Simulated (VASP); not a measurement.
# Ti3H in VASP: notebook

Runs on Ti3H. Level: PBE. Tasks: single point.

All numbers are computed with VASP 6.6.1; they aren't measurements. Logs are shortened: lines on timing, memory, paths and dates and some standing lists are left out, and cuts for length are marked.

## 1. The cell of the first run

The cell holds a slab with vacuum, 8 atoms: a = 4.604 Å, b = 4.604 Å, c = 22.497 Å, α = 90.00°, β = 90.00°, γ = 120.00°.

## 2. Single point, PBE

Contents of INCAR:

```
  PREC = Accurate
  ENCUT = 520
  EDIFF = 1E-7
  ISMEAR = 0
  SIGMA = 0.1
  LREAL = False
  LASPH = True
  NELM = 100
  ALGO = Normal
  ISIF = 2
  LWAVE = False
  LCHARG = False
  LDIPOL = True
  IDIPOL = 3
  DIPOL = 0.5 0.5 0.318
  GGA = PE
  NBANDS = 47
```

Contents of KPOINTS:

```
Automatic mesh
0
Gamma
  6 6 1
```

Contents of POSCAR:

```
Ti3H
1.0
    4.6039800811      0.0000000000      0.0000000000
   -2.3019900405      3.9871637087      0.0000000000
    0.0000000000      0.0000000000     22.4969948581
Ti H
6 2
Direct
    0.6666666667      0.3333333333      0.1778015253
    0.3333333333      0.6666666667      0.2195752601
    0.0000000000      0.0000000000      0.2613489950
    0.6666666667      0.3333333333      0.2980583739
    0.3333333333      0.6666666667      0.3304600279
    0.0000000000      0.0000000000      0.3776946615
    0.2395950203      0.7604049797      0.4403696992
    0.4270716464      0.5729283536      0.4403696992
```

Potentials or basis: VASP PAW PBE potentials, release 64 (Ti_sv, H).

On the command line:

```bash
> cat potpaw_PBE.64/Ti_sv/POTCAR potpaw_PBE.64/H/POTCAR > POTCAR
> mpirun -np 1 vasp_std > vasp.out
```

OUTCAR:

```text
PREC = Accurate
   ENCUT = 520
   EDIFF = 1E-7
   ISMEAR = 0
   LREAL = False
   LASPH = True
   NELM = 100
   ISIF = 2
   GGA = PE

 ion  position               nearest neighbor table
   1  0.667  0.333  0.178-   4 2.71   2 2.82   2 2.82   2 2.82
   2  0.333  0.667  0.220-   5 2.49   1 2.82   1 2.82   3 2.82   1 2.82   3 2.82   3 2.82
   3  0.000  0.000  0.261-   6 2.62   4 2.78   4 2.78   4 2.78   2 2.82   2 2.82   2 2.82
   4  0.667  0.333  0.298-   1 2.71   5 2.76   5 2.76   5 2.76   3 2.78   3 2.78   3 2.78
   5  0.333  0.667  0.330-   2 2.49   4 2.76   4 2.76   4 2.76   6 2.86   6 2.86   6 2.86
   6  0.000  0.000  0.378-   3 2.62   5 2.86   5 2.86   5 2.86
   7  0.240  0.760  0.440-
   8  0.427  0.573  0.440-

  LATTYP: Found a hexagonal cell.
 ALAT       =     4.6039800811
 C/A-ratio  =     4.8864231517

  Lattice vectors:

 A1 = (   4.6039800811,   0.0000000000,   0.0000000000)
 A2 = (  -2.3019900405,   3.9871637087,   0.0000000000)
 A3 = (   0.0000000000,   0.0000000000,  22.4969948581)

Analysis of symmetry for initial positions (statically):
=====================================================================
 Subroutine PRICEL returns:
 Original cell was already a primitive cell.

 Routine SETGRP: Setting up the symmetry group for a
 hexagonal supercell.

 Subroutine GETGRP returns: Found  2 space group operations
 (whereof  2 operations were pure point group operations)
 out of a pool of 24 trial point group operations.

The static configuration has the point symmetry C_1h.

Analysis of symmetry for dynamics (positions and initial velocities):
=====================================================================
 Subroutine PRICEL returns:
 Original cell was already a primitive cell.

 Routine SETGRP: Setting up the symmetry group for a
 hexagonal supercell.

 Subroutine GETGRP returns: Found  2 space group operations
 (whereof  2 operations were pure point group operations)
 out of a pool of 24 trial point group operations.

The dynamic configuration has the point symmetry C_1h.

 Subroutine INISYM returns: Found  2 space group operations
 (whereof  2 operations are pure point group operations),
 and found     1 'primitive' translations

----------------------------------------------------------------------------------------

                                     Primitive cell

  volume of cell :     412.9733

  direct lattice vectors                    reciprocal lattice vectors
     4.603980081  0.000000000  0.000000000     0.217203372  0.125402426  0.000000000
    -2.301990040  3.987163709  0.000000000     0.000000000  0.250804851  0.000000000
     0.000000000  0.000000000 22.496994858     0.000000000  0.000000000  0.044450381

  length of vectors
     4.603980081  4.603980081 22.496994858     0.250804851  0.250804851  0.044450381

  position of ions in fractional coordinates (direct lattice)
     0.666666667  0.333333333  0.177801525
     0.333333333  0.666666667  0.219575260
     0.000000000  0.000000000  0.261348995
     0.666666667  0.333333333  0.298058374
     0.333333333  0.666666667  0.330460028
     0.000000000  0.000000000  0.377694662
     0.239595020  0.760404980  0.440369699
     0.427071646  0.572928354  0.440369699

  ion indices of the primitive-cell ions
   primitive index   ion index
                 1           1
                 2           2
                 3           3
                 4           4
                 5           5
                 6           6
                 7           7
                 8           8

----------------------------------------------------------------------------------------

 KPOINTS: Automatic mesh

Automatic generation of k-mesh.
 Grid dimensions read from file:
 generate k-points for:    6    6    1

 Generating k-lattice:

  Cartesian coordinates                     Fractional coordinates (reciprocal lattice)
     0.036200562  0.020900404  0.000000000     0.166666667  0.000000000  0.000000000
     0.000000000  0.041800809  0.000000000     0.000000000  0.166666667  0.000000000
     0.000000000  0.000000000  0.044450381     0.000000000  0.000000000  1.000000000

  Length of vectors
     0.041800809  0.041800809  0.044450381

  Shift w.r.t. Gamma in fractional coordinates (k-lattice)
     0.000000000  0.000000000  0.000000000

 Subroutine IBZKPT returns following result:
 ===========================================

 Found     13 irreducible k-points:

 Following reciprocal coordinates:
            Coordinates               Weight
  0.000000  0.000000  0.000000      1.000000
  0.166667  0.000000  0.000000      4.000000
 -0.166667  0.166667  0.000000      2.000000
  0.333333  0.000000  0.000000      4.000000
 -0.333333  0.333333  0.000000      2.000000
  0.500000 -0.000000  0.000000      2.000000
  0.500000  0.500000  0.000000      1.000000
  0.166667  0.166667  0.000000      2.000000
 -0.166667  0.333333  0.000000      4.000000
  0.333333  0.166667  0.000000      4.000000
 -0.166667  0.500000  0.000000      4.000000
  0.500000  0.333333  0.000000      4.000000
  0.333333  0.333333  0.000000      2.000000
   k-points           NKPTS =     13   k-points in BZ     NKDIM =     13   number of bands    NBANDS=     47
   number of dos      NEDOS =    301   number of ions     NIONS =      8
   total plane-waves  NPLWV = 217728
   dimension x,y,z NGX =    36 NGY =   36 NGZ =  168
   dimension x,y,z NGXF=    72 NGYF=   72 NGZF=  336
   ions per type =               6   2
   NGX,Y,Z   is equivalent  to a cutoff of  13.00, 13.00, 12.41 a.u.
   NGXF,Y,Z  is equivalent  to a cutoff of  26.00, 26.00, 24.83 a.u.
 SYSTEM =  unknown system
   PREC   = accura    normal or accurate (medium, high low for compatibility)
   ISTART =      0    job   : 0-new  1-cont  2-samecut
   ICHARG =      2    charge: 1-file 2-atom 10-const
   ISPIN  =      1    spin polarized calculation?
   LNONCOLLINEAR =      F non collinear calculations
   LSORBIT =      F    spin-orbit coupling
   LASPH  =      T    aspherical Exc in radial PAW
   ENCUT  =  520.0 eV  38.22 Ry    6.18 a.u.   8.56  8.56 41.83*2*pi/ulx,y,z
   NELM   =    100;   NELMIN=  2; NELMDL= -5     # of ELM steps
   EDIFF  = 0.1E-06   stopping-criterion for ELM
   LREAL  =      F    real-space projection
   EDIFFG = 0.1E-05   stopping-criterion for IOM
   NSW    =      0    number of steps for IOM
   IBRION =     -1    ionic relax: 0-MD 1-quasi-New 2-CG
   NFREE  =      0    steps in history (QN), initial steepest desc. (CG)
   ISIF   =      2    stress and relaxation
   ISYM   =      2    0-nonsym 1-usesym 2-fastsym
   POTIM  = 0.5000    time-step for ionic-motion
   TEBEG  =    0.0;   TEEND  =   0.0 temperature during run
   PSTRESS=    0.0 pullay stress
   NELECT =      74.0000    total number of electrons
   NUPDOWN=      -1.0000    fix difference up-down
   EMIN   =  10.00;   EMAX   =-10.00  energy-range for DOS
   EFERMI =   0.00;   METHOD = LEGACY
   ISMEAR =     0;   SIGMA  =   0.10  broadening in eV -4-tet -1-fermi 0-gaus
   EFERMI_NEDOS =   21; number of points for ismear=-14 and -15
   IALGO  =     38    algorithm
   IMIX   =      4    mixing-type and parameters
     AMIX     =   0.40;   BMIX     =  1.00
     AMIX_MAG =   1.60;   BMIX_MAG =  1.00
  volume/ion in A,a.u.               =      51.62       348.36
  Fermi-wavevector in a.u.,A,eV,Ry     =   0.922950  1.744122 11.589936  0.851836
  Thomas-Fermi vector in A             =   2.048533
   LORBIT       =      0    0 simple, 1 ext, 2 COOP (PROOUT), +10 PAW based schemes
   GGA     = PE    functional components
   LHFCALC =     F    Hartree Fock is set to
   AEXX    =    0.0000 exact exchange contribution
   IVDW    =     0    specifies the selected vdW correction
   LEPSILON=     F    determine dielectric tensor
   LRPA    =     F    only Hartree local field effects (RPA)
 non-spin polarized calculation
 Gauss-broadening in eV      SIGMA  =   0.10
  energy-cutoff  :      520.00
  volume of cell :      412.97
 maximum number of plane-waves:     11163
 NGX is ok and might be reduce to    36
   NGX = 17   NGY = 17   NGZ = 83

 dipolmoment           0.000000      0.000000     -0.041037 electrons x Angstroem

 number of electron      73.9999979 magnetization

 dipolmoment           0.000000      0.000000      0.113464 electrons x Angstroem

 Free energy of the ion-electron system (eV)
  ---------------------------------------------------
  ext. energy  EPLUGINS =         0.00000000
  ---------------------------------------------------
  free energy    TOTEN  =       -47.48428479 eV

  energy without entropy =      -47.39403006  energy(sigma->0) =      -47.43915742

 E-fermi :  -0.7595     XC(G=0):  -4.0501

 val. band max:       -0.7630913194   @ k =  -0.1667   0.1667   0.0000
 cond. band min:      -0.7547271521   @ k =   0.0000   0.0000   0.0000
 fundamental gap:      0.0083641674
 Fermi energy:        -0.7595341938

 k-point     1 :       0.0000    0.0000    0.0000
  band No.  band energies     occupation
      1     -57.9064      2.00000
      2     -57.8400      2.00000
      3     -57.2846      2.00000
      4     -57.1578      2.00000
      5     -57.1420      2.00000
      6     -57.0319      2.00000
[... 39 lines left out ...]
     46       1.0231      0.00000
     47       1.0337      0.00000

 k-point     2 :       0.1667    0.0000    0.0000
  band No.  band energies     occupation
      1     -57.9059      2.00000
      2     -57.8394      2.00000
      3     -57.2747      2.00000
      4     -57.1599      2.00000
      5     -57.1479      2.00000
      6     -57.0351      2.00000
[... 542 lines left out ...]
 k-point    13 :       0.3333    0.3333    0.0000
  band No.  band energies     occupation
      1     -57.9043      2.00000
      2     -57.8374      2.00000
      3     -57.2152      2.00000
      4     -57.1822      2.00000
      5     -57.1791      2.00000
      6     -57.0456      2.00000
[... 39 lines left out ...]
     46       0.6327      0.00000
     47       0.8981      0.00000

------------------------ aborting loop because EDIFF is reached ----------------------------------------

 vacuum level on the upper side and lower side of the slab       (xc-potential included)         0.542        -0.550

  FORCE on cell =-STRESS in cart. coord.  units (eV):
  Direction    XX          YY          ZZ          XY          YZ          ZX
  --------------------------------------------------------------------------------------
  -------------------------------------------------------------------------------------
  Total       -4.4762975     -4.4330056     -4.9607180      0.0374919     -0.0307887      0.0533272
  in kB      -17.3663083    -17.1983526    -19.2456733      0.1454539     -0.1194482      0.2068889
  external PRESSURE =     -17.9367781 kB  Pullay stress =       0.0000000 kB

 VOLUME and BASIS-vectors are now :
 -----------------------------------------------------------------------------
  energy-cutoff  :      520.00
  volume of cell :      412.97
      direct lattice vectors                 reciprocal lattice vectors
     4.603980081  0.000000000  0.000000000     0.217203372  0.125402426  0.000000000
    -2.301990040  3.987163709  0.000000000     0.000000000  0.250804851  0.000000000
     0.000000000  0.000000000 22.496994858     0.000000000  0.000000000  0.044450381

 POSITION                                       TOTAL-FORCE (eV/Angst)
 -----------------------------------------------------------------------------------
      2.30199      1.32905      4.00000        -0.021017      0.012134      0.076813
     -0.00000      2.65811      4.93978        -0.014725      0.008502      0.181737
      0.00000      0.00000      5.87957        -0.010229      0.005905     -0.512869
      2.30199      1.32905      6.70542         0.040408     -0.023330     -0.360997
     -0.00000      2.65811      7.43436        -0.118208      0.068248      2.158324
      0.00000      0.00000      8.49699         0.246825     -0.142504      1.020959
     -0.64735      3.03186      9.90699         0.412495     -0.238154     -1.229939
      0.64735      2.28436      9.90699        -0.535549      0.309199     -1.334028
 -----------------------------------------------------------------------------------
    total drift:                               -0.000003      0.000001      0.000237

  FREE ENERGIE OF THE ION-ELECTRON SYSTEM (eV)
  ---------------------------------------------------
  free  energy   TOTEN  =       -47.4842847903 eV

  energy  without entropy=      -47.3940300577  energy(sigma->0) =      -47.43915742

 vacuum level on the upper side and lower side of the slab         3.772         2.653
```

It took 13 min on 1 thread of Intel Xeon Platinum 8175M at 2.50GHz (Skylake/Cascade Lake), shared host; peak memory 0.56 GiB.

Results:

```
Free energy            : -47.4843 eV
Largest force          : 2.163 eV/Å
Band gap on the k mesh : zero (band 37 reaches -0.68 eV, above the bottom of band 38 at -0.89 eV)
```

Forces in eV/Å, atoms in the order of the input:
```
Ti  -0.021  0.012  0.077
Ti  -0.015  0.009  0.182
Ti  -0.010  0.006 -0.513
Ti   0.040 -0.023 -0.361
Ti  -0.118  0.068  2.158
Ti   0.247 -0.143  1.021
H    0.412 -0.238 -1.230
H   -0.536  0.309 -1.334
```

[end of part 1 of 2]
